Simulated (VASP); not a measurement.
The system is HfCl5.

```xyz
6
Lattice="3.4435 1.9881 3.3215 -3.4435 1.9881 3.3215 0.0000 -3.9762 3.3215" Properties=species:S:1:pos:R:3 pbc="T T T"
Hf    0.0000    0.0000    0.0000
Cl    0.0000   -1.9881    1.6607
Cl    1.7218    0.9941    1.6607
Cl   -1.7218    0.9941    1.6607
Cl    0.0000    0.0000    6.0015
Cl    0.0000    0.0000    3.9629
```

```yaml
Program: VASP 6.6.1
Task: relaxation of cell and atoms
Functional: PBE
Potentials_or_basis: VASP PAW PBE potentials, release 64 (Hf_pv, Cl)
Cutoff: 600 eV
k_mesh: 6 × 6 × 6
Occupations: gaussian, width 0.1 eV
Spin: no spin polarisation
```

At the start: pressure -0.6 GPa; volume 22.74 Å³/atom.

Q: How do energy, volume and symmetry change on relaxing?

A: Over 8 steps the energy falls by 2.6 meV/atom and the volume is 22.70 Å³/atom (-0.2 %); space group R-3m (No. 166, to 0.05 Å).

The path:
```tsv
step	energy change (eV)	largest force (eV/Å)	pressure (GPa)	volume (Å³)
1	0.0000	0.5352	-0.60	136.43
2	-0.0083	0.3614	0.86	134.76
3	-0.0148	0.0605	0.26	135.39
4	-0.0148	0.0492	0.28	135.37
5	-0.0156	0.0091	0.08	136.00
6	-0.0156	0.0214	0.04	136.12
7	-0.0156	0.0259	-0.05	136.23
8	-0.0157	0.0028	0.00	136.18
```

Final structure:
```
CELL_PARAMETERS angstrom
3.44941 1.99152 3.30391
-3.44941 1.99152 3.30391
0.00000 -3.98303 3.30391
ATOMIC_POSITIONS crystal
Hf 0.00000 0.00000 0.00000
Cl 0.00000 0.00000 0.50000
Cl 0.50000 0.00000 0.00000
Cl 0.00000 0.50000 0.00000
Cl 0.60029 0.60029 0.60029
Cl 0.39971 0.39971 0.39971
```

Caveat: an odd number of electrons without spin polarisation forces a metal; a magnetic or distorted state may lie lower.
